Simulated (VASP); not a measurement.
# Be3ZnTe4 (P-4m2) in VASP: relaxation of cell and atoms with PBE

Aim: the relaxation of cell and atoms of Be3ZnTe4 with PBE.

Everything below comes from runs of VASP 6.6.1. Logs are shortened: lines on timing, memory, paths and dates and some standing lists are left out, and cuts for length are marked.

## Step 1: The cell of the first run

The structure is tetragonal, space group P-4m2 (No. 115). Conventional cell: a = 4.103 Å, b = 4.103 Å, c = 11.584 Å, α = 90.00°, β = 90.00°, γ = 90.00°. Within 3.3 Å of Be (site symmetry -4m2) lie 4 Te at 2.48 Å. Within 3.3 Å of Be (site symmetry 2mm) lie 4 Te at 2.46 to 2.48 Å. Zn (site symmetry -4m2) has 4 Te at 2.63 Å within 3.5 Å. Within 3.3 Å of Te (site symmetry 2mm) lie 4 Be at 2.48 Å. Within 3.3 Å of Te (site symmetry 2mm) lie 2 Be at 2.46 Å and 2 Zn at 2.63 Å.

## Step 2: Relaxation of cell and atoms, PBE

Contents of INCAR:

```
ALGO = Normal ; EDIFF = 1E-6
EDIFFG = -0.01 ; ENCUT = 600
GGA = PE ; IBRION = 2
ISIF = 3 ; ISMEAR = 0
LASPH = True ; LCHARG = False
LREAL = False ; LWAVE = False
NELM = 100 ; NSW = 100
PREC = Accurate ; SIGMA = 0.02
```

Contents of KPOINTS:

```
k-points
0
Gamma
  8 8 4
```

Contents of POSCAR:

```
Be3ZnTe4
1.0
    4.1033895223      0.0000000000      0.0000000000
    0.0000000000      4.1033895223      0.0000000000
    0.0000000000      0.0000000000     11.5841540819
Be Zn Te
3 1 4
Direct
    0.0000000000      0.0000000000      0.0000000000
    0.5000000000      0.5000000000      0.2394759245
    0.5000000000      0.5000000000      0.7605240755
    0.0000000000      0.0000000000      0.5000000000
    0.5000000000      0.0000000000      0.1196713508
    0.0000000000      0.5000000000      0.3573174669
    0.5000000000      0.0000000000      0.6426825331
    0.0000000000      0.5000000000      0.8803286492
```

Potentials or basis: VASP PAW PBE potentials, release 64 (Be, Zn, Te).

Run with:

```console
$ cat potpaw_PBE.64/Be/POTCAR potpaw_PBE.64/Zn/POTCAR potpaw_PBE.64/Te/POTCAR > POTCAR
$ mpirun -np 1 vasp_std > vasp.out
```

OUTCAR:

```text
EDIFF = 1E-6
   EDIFFG = -0.01
   ENCUT = 600
   GGA = PE
   IBRION = 2
   ISIF = 3
   ISMEAR = 0
   LASPH = True
   LREAL = False
   NELM = 100
   NSW = 100
   PREC = Accurate

 ion  position               nearest neighbor table
   1  0.000  0.000  0.000-   5 2.48   8 2.48   8 2.48   5 2.48
   2  0.500  0.500  0.239-   6 2.46   6 2.46   5 2.48   5 2.48
   3  0.500  0.500  0.761-   7 2.46   7 2.46   8 2.48   8 2.48
   4  0.000  0.000  0.500-   6 2.63   7 2.63   6 2.63   7 2.63
   5  0.500  0.000  0.120-   1 2.48   1 2.48   2 2.48   2 2.48
   6  0.000  0.500  0.357-   2 2.46   2 2.46   4 2.63   4 2.63
   7  0.500  0.000  0.643-   3 2.46   3 2.46   4 2.63   4 2.63
   8  0.000  0.500  0.880-   1 2.48   1 2.48   3 2.48   3 2.48

  LATTYP: Found a simple tetragonal cell.
 ALAT       =     4.1033895223
 C/A-ratio  =     2.8230695670

  Lattice vectors:

 A1 = (   4.1033895223,   0.0000000000,   0.0000000000)
 A2 = (   0.0000000000,   4.1033895223,   0.0000000000)
 A3 = (   0.0000000000,   0.0000000000,  11.5841540819)

Analysis of symmetry for initial positions (statically):
=====================================================================
 Subroutine PRICEL returns:
 Original cell was already a primitive cell.

 Routine SETGRP: Setting up the symmetry group for a
 simple tetragonal supercell.

 Subroutine GETGRP returns: Found  8 space group operations
 (whereof  8 operations were pure point group operations)
 out of a pool of 16 trial point group operations.

The static configuration has the point symmetry D_2d.

Analysis of symmetry for dynamics (positions and initial velocities):
=====================================================================
 Subroutine PRICEL returns:
 Original cell was already a primitive cell.

 Routine SETGRP: Setting up the symmetry group for a
 simple tetragonal supercell.

 Subroutine GETGRP returns: Found  8 space group operations
 (whereof  8 operations were pure point group operations)
 out of a pool of 16 trial point group operations.

The dynamic configuration has the point symmetry D_2d.

 Subroutine INISYM returns: Found  8 space group operations
 (whereof  8 operations are pure point group operations),
 and found     1 'primitive' translations

----------------------------------------------------------------------------------------

                                     Primitive cell

  volume of cell :     195.0517

  direct lattice vectors                    reciprocal lattice vectors
     4.103389522  0.000000000  0.000000000     0.243700968  0.000000000  0.000000000
     0.000000000  4.103389522  0.000000000     0.000000000  0.243700968  0.000000000
     0.000000000  0.000000000 11.584154082     0.000000000  0.000000000  0.086324819

  length of vectors
     4.103389522  4.103389522 11.584154082     0.243700968  0.243700968  0.086324819

  position of ions in fractional coordinates (direct lattice)
     0.000000000  0.000000000  0.000000000
     0.500000000  0.500000000  0.239475924
     0.500000000  0.500000000  0.760524076
     0.000000000  0.000000000  0.500000000
     0.500000000  0.000000000  0.119671351
     0.000000000  0.500000000  0.357317467
     0.500000000  0.000000000  0.642682533
     0.000000000  0.500000000  0.880328649

  ion indices of the primitive-cell ions
   primitive index   ion index
                 1           1
                 2           2
                 3           3
                 4           4
                 5           5
                 6           6
                 7           7
                 8           8

----------------------------------------------------------------------------------------

 KPOINTS: k-points

Automatic generation of k-mesh.
 Grid dimensions read from file:
 generate k-points for:    8    8    4

 Generating k-lattice:

  Cartesian coordinates                     Fractional coordinates (reciprocal lattice)
     0.030462621  0.000000000  0.000000000     0.125000000  0.000000000  0.000000000
     0.000000000  0.030462621  0.000000000     0.000000000  0.125000000  0.000000000
     0.000000000  0.000000000  0.021581205     0.000000000  0.000000000  0.250000000

  Length of vectors
     0.030462621  0.030462621  0.021581205

  Shift w.r.t. Gamma in fractional coordinates (k-lattice)
     0.000000000  0.000000000  0.000000000

 Subroutine IBZKPT returns following result:
 ===========================================

 Found     45 irreducible k-points:

 Following reciprocal coordinates:
            Coordinates               Weight
  0.000000  0.000000  0.000000      1.000000
  0.125000  0.000000  0.000000      4.000000
  0.250000  0.000000  0.000000      4.000000
  0.375000  0.000000  0.000000      4.000000
  0.500000  0.000000  0.000000      2.000000
  0.125000  0.125000  0.000000      4.000000
[... 16 lines left out ...]
  0.375000  0.125000  0.250000     16.000000
  0.500000  0.125000  0.250000      8.000000
 [... further k-points ...]
   k-points           NKPTS =     45   k-points in BZ     NKDIM =     45   number of bands    NBANDS=     26
   number of dos      NEDOS =    301   number of ions     NIONS =      8
   total plane-waves  NPLWV = 124416
   dimension x,y,z NGX =    36 NGY =   36 NGZ =   96
   dimension x,y,z NGXF=    72 NGYF=   72 NGZF=  192
   ions per type =               3   1   4
   NGX,Y,Z   is equivalent  to a cutoff of  14.59, 14.59, 13.78 a.u.
   NGXF,Y,Z  is equivalent  to a cutoff of  29.17, 29.17, 27.55 a.u.
 SYSTEM =  unknown system
   PREC   = accura    normal or accurate (medium, high low for compatibility)
   ISTART =      0    job   : 0-new  1-cont  2-samecut
   ICHARG =      2    charge: 1-file 2-atom 10-const
   ISPIN  =      1    spin polarized calculation?
   LNONCOLLINEAR =      F non collinear calculations
   LSORBIT =      F    spin-orbit coupling
   LASPH  =      T    aspherical Exc in radial PAW
   ENCUT  =  600.0 eV  44.10 Ry    6.64 a.u.   8.20  8.20 23.14*2*pi/ulx,y,z
   NELM   =    100;   NELMIN=  2; NELMDL= -5     # of ELM steps
   EDIFF  = 0.1E-05   stopping-criterion for ELM
   LREAL  =      F    real-space projection
   EDIFFG = -.1E-01   stopping-criterion for IOM
   NSW    =    100    number of steps for IOM
   IBRION =      2    ionic relax: 0-MD 1-quasi-New 2-CG
   NFREE  =      1    steps in history (QN), initial steepest desc. (CG)
   ISIF   =      3    stress and relaxation
   ISYM   =      2    0-nonsym 1-usesym 2-fastsym
   POTIM  = 0.5000    time-step for ionic-motion
   TEBEG  =    0.0;   TEEND  =   0.0 temperature during run
   PSTRESS=    0.0 pullay stress
   NELECT =      42.0000    total number of electrons
   NUPDOWN=      -1.0000    fix difference up-down
   EMIN   =  10.00;   EMAX   =-10.00  energy-range for DOS
   EFERMI =   0.00;   METHOD = LEGACY
   ISMEAR =     0;   SIGMA  =   0.02  broadening in eV -4-tet -1-fermi 0-gaus
   EFERMI_NEDOS =   21; number of points for ismear=-14 and -15
   IALGO  =     38    algorithm
   IMIX   =      4    mixing-type and parameters
     AMIX     =   0.40;   BMIX     =  1.00
     AMIX_MAG =   1.60;   BMIX_MAG =  1.00
  volume/ion in A,a.u.               =      24.38       164.53
  Fermi-wavevector in a.u.,A,eV,Ry     =   0.981239  1.854272 13.100088  0.962829
  Thomas-Fermi vector in A             =   2.112230
   LORBIT       =      0    0 simple, 1 ext, 2 COOP (PROOUT), +10 PAW based schemes
   GGA     = PE    functional components
   LHFCALC =     F    Hartree Fock is set to
   AEXX    =    0.0000 exact exchange contribution
   IVDW    =     0    specifies the selected vdW correction
   LEPSILON=     F    determine dielectric tensor
   LRPA    =     F    only Hartree local field effects (RPA)
 conjugate gradient relaxation of ions
 non-spin polarized calculation
 Gauss-broadening in eV      SIGMA  =   0.02
  energy-cutoff  :      600.00
  volume of cell :      195.05
 maximum number of plane-waves:      6560
 NGX is ok and might be reduce to    36
   NGX = 17   NGY = 17   NGZ = 47

--------------------------------------- Ionic step        1  -------------------------------------------

 number of electron      41.9999985 magnetization

 Free energy of the ion-electron system (eV)
  ---------------------------------------------------
  ext. energy  EPLUGINS =         0.00000000
  ---------------------------------------------------
  free energy    TOTEN  =       -27.92203187 eV

  energy without entropy =      -27.92203187  energy(sigma->0) =      -27.92203187

------------------------ aborting loop because EDIFF is reached ----------------------------------------

  FORCE on cell =-STRESS in cart. coord.  units (eV):
  Direction    XX          YY          ZZ          XY          YZ          ZX
  --------------------------------------------------------------------------------------
  -------------------------------------------------------------------------------------
  Total       -0.2441945     -0.2441945      0.3963076      0.0000000      0.0000000      0.0000000
  in kB       -2.0058412     -2.0058412      3.2553165      0.0000000      0.0000000      0.0000000
  external PRESSURE =      -0.2521220 kB  Pullay stress =       0.0000000 kB
[... 237 lines left out ...]
  energy  without entropy=      -27.9244795786  energy(sigma->0) =      -27.92447958

--------------------------------------- Ionic step        7  -------------------------------------------

 number of electron      41.9999983 magnetization

 Free energy of the ion-electron system (eV)
  ---------------------------------------------------
  ext. energy  EPLUGINS =         0.00000000
  ---------------------------------------------------
  free energy    TOTEN  =       -27.92452430 eV

  energy without entropy =      -27.92452430  energy(sigma->0) =      -27.92452430

 E-fermi :   4.5222     XC(G=0):  -8.9432

 val. band max:        4.3829967233   @ k =   0.0000   0.0000   0.0000
 cond. band min:       6.3370996221   @ k =   0.0000   0.0000   0.2500
 fundamental gap:      1.9541028988
 Fermi energy:         4.5222362118

 k-point     1 :       0.0000    0.0000    0.0000
  band No.  band energies     occupation
      1      -7.7062      2.00000
      2      -7.1186      2.00000
      3      -6.9545      2.00000
      4      -6.0974      2.00000
      5      -2.4771      2.00000
      6      -2.4771      2.00000
[... 685 lines left out ...]
     25       8.4022      0.00000
     26       8.6957      0.00000

 [... further k-points ...]
[... 5 lines left out ...]
  --------------------------------------------------------------------------------------
  -------------------------------------------------------------------------------------
  Total       -0.0272614     -0.0272614     -0.0154002      0.0000000      0.0000000      0.0000000
  in kB       -0.2239282     -0.2239282     -0.1264989      0.0000000      0.0000000      0.0000000
  external PRESSURE =      -0.1914518 kB  Pullay stress =       0.0000000 kB
[... 23 lines left out ...]
  FREE ENERGIE OF THE ION-ELECTRON SYSTEM (eV)
  ---------------------------------------------------
  free  energy   TOTEN  =       -27.9245243018 eV

  energy  without entropy=      -27.9245243018  energy(sigma->0) =      -27.92452430

 reached required accuracy - stopping structural energy minimisation
```

Run time: 6.9 min. Hardware: 1 thread of Intel Xeon 6975P-C (Granite Rapids), shared host; peak memory 0.56 GiB.

What came out:

* Free energy: -27.9245 eV
* Energy gained by relaxing: 0.3 meV/atom
* Ionic steps: 7
* Pressure after relaxing: 0.0 GPa
* Largest force after relaxing: 0.005 eV/Å
* Band gap on the k mesh: 1.95 eV (least direct gap 1.97 eV)

Forces on the atoms (eV/Å):
```
Be   0.000  0.000  0.000
Be   0.000  0.000  0.005
Be   0.000  0.000 -0.005
Zn   0.000  0.000  0.000
Te   0.000  0.000  0.004
Te   0.000  0.000 -0.002
Te   0.000  0.000  0.002
Te   0.000  0.000 -0.004
```

Step by step:
```
step  energy change (eV)  largest force (eV/Å)  pressure (GPa)  volume (Å³)
   1              0.0000                0.0407           -0.03       195.05
   2             -0.0015                0.0208           -0.01       194.94
   3             -0.0024                0.0129            0.04       194.75
   4             -0.0024                0.0120            0.05       194.76
   5             -0.0024                0.0098            0.04       194.79
   6             -0.0024                0.0110            0.05       194.77
   7             -0.0025                0.0049           -0.02       195.05
```

Final structure:
```xyz
8
Lattice="4.0890 0.0000 0.0000 0.0000 4.0890 0.0000 0.0000 0.0000 11.6659" Properties=species:S:1:pos:R:3 pbc="T T T"
Be    4.0890    4.0890    0.0000
Be    2.0445    2.0445    2.7938
Be    2.0445    2.0445    8.8720
Zn    4.0890    0.0000    5.8329
Te    2.0445    0.0000    1.3948
Te    4.0890    2.0445    4.1729
Te    2.0445    0.0000    7.4929
Te    4.0890    2.0445   10.2711
```

Caveat: spin-orbit coupling is left out, which moves the levels of the heavy elements. A k mesh can miss the band edges.
